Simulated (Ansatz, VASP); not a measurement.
## One calculation of WS2, two programs

```
CELL_PARAMETERS angstrom
3.21724 0.00000 0.00000
-1.60862 2.78621 0.00000
0.00000 0.00000 12.38838
ATOMIC_POSITIONS crystal
W 0.33333 0.66667 0.75000
W 0.66667 0.33333 0.25000
S 0.33333 0.66667 0.12441
S 0.66667 0.33333 0.62442
S 0.33333 0.66667 0.37558
S 0.66667 0.33333 0.87559
```

Change from the starting cell: equal strain along all axes, cell held, atoms relaxed: +2.0 %.

Alike in both runs: functional PBE; dispersion D3(BJ); k mesh 12 × 12 × 4; occupations gaussian, width 0.02 eV; no spin polarisation.

Ansatz relaxed the structure, and its values are those at the end. VASP's run is a single point on that final structure, the one shown.

```csv
,VASP,Ansatz
version,VASP 6.6.1,Ansatz 0.2.0
potentials or method,"VASP PAW PBE potentials, release 64 (W_sv, S), cutoff 520 eV","scalar-relativistic, plane waves, PAW"
valence electrons in the cell,52,52
```

VASP gave:

```
gap on the k mesh at the Fermi level (eV) : 0.96
least direct gap on the mesh (eV)         : 1.61
pressure (GPa)                            : -4.2
```

Question: What did Ansatz give for the same quantities?

Answer: gap on the k mesh at the Fermi level (eV): 0.94; least direct gap on the mesh (eV): 1.60; pressure (GPa): -4.2.

Ansatz's warnings: stress scf threshold loose.

Spin-orbit coupling is off throughout.
